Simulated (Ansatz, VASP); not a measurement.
SiC: VASP beside Ansatz

INCAR

```
ALGO = Normal
EDIFF = 1E-7
ENCUT = 520
GGA = PS
ISIF = 2
ISMEAR = 0
LASPH = T
LCHARG = F
LREAL = F
LWAVE = F
NBANDS = 26
NELM = 80
PREC = Accurate
SIGMA = 0.1
```

File KPOINTS:

```
k-points
0
Gamma
  6 6 2
```

POSCAR

```
SiC
1.0
    3.0756941500      0.0000000000      0.0000000000
   -1.5378470700      2.6636292700      0.0000000000
    0.0000000000      0.0000000000     10.0706464800
Si C
4 4
Direct
    0.6666666700      0.3333333300      0.9378419800
    0.3333333300      0.6666666700      0.4378419800
    0.0000000000      0.0000000000      0.6878943800
    0.0000000000      0.0000000000      0.1878943800
    0.6666666700      0.3333333300      0.7498025900
    0.3333333300      0.6666666700      0.2498025900
    0.0000000000      0.0000000000      0.5004600500
    0.0000000000      0.0000000000      0.0004600500
```

Input for Ansatz:

```yaml
crystal:
  lattice:
    - [3.07569415, 0.0, 0.0]
    - [-1.53784707, 2.66362927, 0.0]
    - [0.0, 0.0, 10.07064648]
  atoms:
    - { symbol: Si, position: [0.66666667, 0.33333333, 0.93784198] }
    - { symbol: Si, position: [0.33333333, 0.66666667, 0.43784198] }
    - { symbol: Si, position: [0.0, 0.0, 0.68789438] }
    - { symbol: Si, position: [0.0, 0.0, 0.18789438] }
    - { symbol: C, position: [0.66666667, 0.33333333, 0.74980259] }
    - { symbol: C, position: [0.33333333, 0.66666667, 0.24980259] }
    - { symbol: C, position: [0.0, 0.0, 0.50046005] }
    - { symbol: C, position: [0.0, 0.0, 0.00046005] }
basis:
  ecutwfc: 420
kpoints:
  mp_grid: { grid: [6, 6, 2] }
hamiltonian:
  xc: pbesol
scf:
  occupations: { method: gaussian, width: 0.1 }
output:
  forces: true
  stress: true
  eigenvalues: true
```

Alike in both runs: task single point; functional PBEsol; k mesh 6 × 6 × 2; occupations gaussian, width 0.1 eV; no spin polarisation.

|  | VASP | Ansatz |
| --- | --- | --- |
| version | VASP 6.6.1 | Ansatz 0.2.0 |
| potentials or method | VASP PAW PBE potentials, release 64 (Si, C), cutoff 520 eV | scalar-relativistic, plane waves, PAW |
| valence electrons in the cell | 32 | 32 |

Ansatz gave:

* gap on the k mesh at the Fermi level (eV): 2.11
* least direct gap on the mesh (eV): 3.24
* pressure (GPa): 0.5
* traceless stress, the component that is largest in VASP (GPa): -0.18
* rms of the force components (eV/Å): 0.003

Question: Which values does VASP return?

Answer: gap on the k mesh at the Fermi level (eV): 2.11; least direct gap on the mesh (eV): 3.23; pressure (GPa): 0.8; traceless stress, the component that is largest in VASP (GPa): -0.18; rms of the force components (eV/Å): 0.003.

VASP's potentials were made for PBE, not for PBEsol. Atom by atom the forces differ by 0.000 eV/Å (rms over components). With one functional, cell and mesh, what is left measures potentials, basis and numerics.
